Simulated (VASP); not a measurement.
Ca3Si2N:

```
Ca Si N
1.0
     0.00000    4.42193    5.00792
     2.56489    0.00000    5.00792
     2.56489    4.42193    0.00000
Ca Si N
3 2 1
Direct
  0.66896 0.33104 0.66896
  0.33104 0.66896 0.33104
  0.00000 0.00000 0.00000
  0.00000 0.50000 0.00000
  0.50000 0.00000 0.50000
  0.50000 0.50000 0.50000
```

The cell was generated, and may not be a known phase.

| Item | Value |
| --- | --- |
| Program | VASP 6.6.1 |
| Task | relaxation of cell and atoms |
| Functional | PBE |
| Potentials or basis | VASP PAW PBE potentials, release 64 (Ca_sv, Si, N) |
| Cutoff | 600 eV |
| k mesh | 4 × 4 × 4 |
| Occupations | gaussian, width 0.1 eV |
| Spin | no spin polarisation |

At the start: pressure 41.4 GPa; volume 18.93 Å³/atom.

Task: Where does the relaxation end?

Result: Over 41 steps the energy falls by 1947.2 meV/atom and the volume is 29.32 Å³/atom (+54.9 %); space group Fmmm (No. 69, to 0.1 Å) before and after.

The path:
```
step  energy change (eV)  largest force (eV/Å)  pressure (GPa)  volume (Å³)
   1              0.0000               20.9643           41.38       113.60
   3             -5.3658                0.4115           -3.97       199.38
   5             -7.9670                2.5339           -1.90       152.38
   7             -9.2011                1.1276            4.96       128.41
   9            -10.0695                1.8407            0.96       139.84
  11            -10.8722                1.7818           -2.32       159.49
  13            -11.1989                0.1888            0.73       153.53
  15            -11.2458                0.0156           -0.37       163.88
  17            -11.2708                0.1145           -0.25       162.74
  19            -11.3058                0.3903           -0.14       163.28
  21            -11.3360                0.6224            0.25       163.00
  23            -11.3882                0.5454            0.25       163.58
  25            -11.4824                0.2489            1.51       164.56
  27            -11.5099                0.3338            0.93       164.52
  29            -11.5912                0.1508            0.66       166.54
  31            -11.6391                0.2182            0.42       169.70
  33            -11.6585                0.1918           -0.42       173.27
  35            -11.6728                0.0694            0.50       171.99
  37            -11.6741                0.0970            0.31       172.27
  39            -11.6799                0.1158            0.02       175.17
  41            -11.6832                0.0103           -0.05       175.95
```

Final structure:
```yaml
crystal:
  lattice:
    - [0.00000, 6.77829, 5.08347]
    - [2.55316, 0.00000, 5.08347]
    - [2.55316, 6.77829, 0.00000]
  atoms:
    - { symbol: Ca, position: [0.65911, 0.34089, 0.65911] }
    - { symbol: Ca, position: [0.34089, 0.65911, 0.34089] }
    - { symbol: Ca, position: [0.00000, 0.00000, 0.00000] }
    - { symbol: Si, position: [0.00000, 0.50000, 0.00000] }
    - { symbol: Si, position: [0.50000, 0.00000, 0.50000] }
    - { symbol: N, position: [0.50000, 0.50000, 0.50000] }
```

Caveat: the k points lie up to 0.36 Å⁻¹ apart in the final cell, too coarse for converged energies and pressures of a metal; the volume moved by over 15 % at a fixed basis, so the end points are rough; an odd number of electrons without spin polarisation forces a metal; a magnetic or distorted state may lie lower.
